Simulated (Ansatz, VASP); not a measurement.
One calculation of TiO2, two programs

The input INCAR:

```
PREC     = Accurate       # precision mode
ENCUT    = 520            # plane-wave cutoff, eV
EDIFF    = 1E-6           # SCF threshold, eV
ISMEAR   = 0              # smearing method
SIGMA    = 0.05           # smearing width, eV
LREAL    = F              # projectors in reciprocal space
LASPH    = T              # aspherical terms in the spheres
NELM     = 150            # most SCF steps
ALGO     = Normal         # electronic algorithm
ISIF     = 2              # what is computed and relaxed
LWAVE    = F              # write WAVECAR
LCHARG   = F              # write CHGCAR
LMAXMIX  = 4              # l up to which the mixer works
LDAU     = T              # DFT+U
LDAUTYPE = 2            
LDAUL    = 2 -1           # shell
LDAUU    = 4 0            # U, eV
LDAUJ    = 0 0          
LDAUPRINT= 1            
GGA      = PE             # functional
NBANDS   = 33             # bands
```

File KPOINTS:

```
regular mesh
0
Gamma
  8 8 8
```

Contents of POSCAR:

```
TiO2
1.0
   -1.9089353641      1.9089353641      4.8883612609
    1.9089353641     -1.9089353641      4.8883612609
    1.9089353641      1.9089353641     -4.8883612609
Ti O
2 4
Direct
    0.0000000000      0.0000000000      0.0000000000
    0.7500000000      0.2500000000      0.5000000000
    0.1842489093      0.1842489093     -0.0302446212
    0.9552765759      0.4552765759      0.5000000000
    0.5447234241      0.0447234241      0.5000000000
    0.7947234241      0.7947234241      0.0000000000
```

Input for Ansatz:

```yaml
crystal:
  lattice:
    - [-1.9089353641, 1.9089353641, 4.8883612609]
    - [1.9089353641, -1.9089353641, 4.8883612609]
    - [1.9089353641, 1.9089353641, -4.8883612609]
  atoms:
    - { symbol: Ti, position: [0.0, 0.0, 0.0] }
    - { symbol: Ti, position: [0.75, 0.25, 0.5] }
    - { symbol: O, position: [0.1842489093, 0.1842489093, -0.0302446212] }
    - { symbol: O, position: [0.9552765759, 0.4552765759, 0.5] }
    - { symbol: O, position: [0.5447234241, 0.0447234241, 0.5] }
    - { symbol: O, position: [0.7947234241, 0.7947234241, 0.0] }
basis:
  ecutwfc: 420
kpoints:
  mp_grid: { grid: [8, 8, 8] }
hamiltonian:
  xc: pbe
  hubbard: { sites: [{ species: Ti, l: d, u_eff: 4.0 }] }
scf:
  occupations: { method: gaussian, width: 0.05 }
output:
  forces: true
  stress: true
  eigenvalues: true
```

Alike in both runs: task single point; functional PBE; k mesh 8 × 8 × 8; occupations gaussian, width 0.05 eV; no spin polarisation; Hubbard terms Ti d U = 4.0 eV.

|  | VASP | Ansatz |
| --- | --- | --- |
| version | VASP 6.6.1 | Ansatz 0.2.0 |
| potentials or method | VASP PAW PBE potentials, release 64 (Ti_sv, O), cutoff 520 eV | scalar-relativistic, plane waves, PAW |
| valence electrons in the cell | 48 | 48 |

Ansatz gave:

* gap on the k mesh at the Fermi level (eV): 2.71
* least direct gap on the mesh (eV): 2.94
* pressure (GPa): 1.0
* traceless stress, the component that is largest in VASP (GPa): 1.52
* rms of the force components (eV/Å): 0.315

Problem. What did VASP give for the same quantities?

Solution. gap on the k mesh at the Fermi level (eV): 2.74; least direct gap on the mesh (eV): 2.97; pressure (GPa): 5.3; traceless stress, the component that is largest in VASP (GPa): 1.08; rms of the force components (eV/Å): 0.387.

The programs project onto different local orbitals, so the same U acts differently, and such runs can settle in different states. Atom by atom the forces differ by 0.099 eV/Å (rms over components).
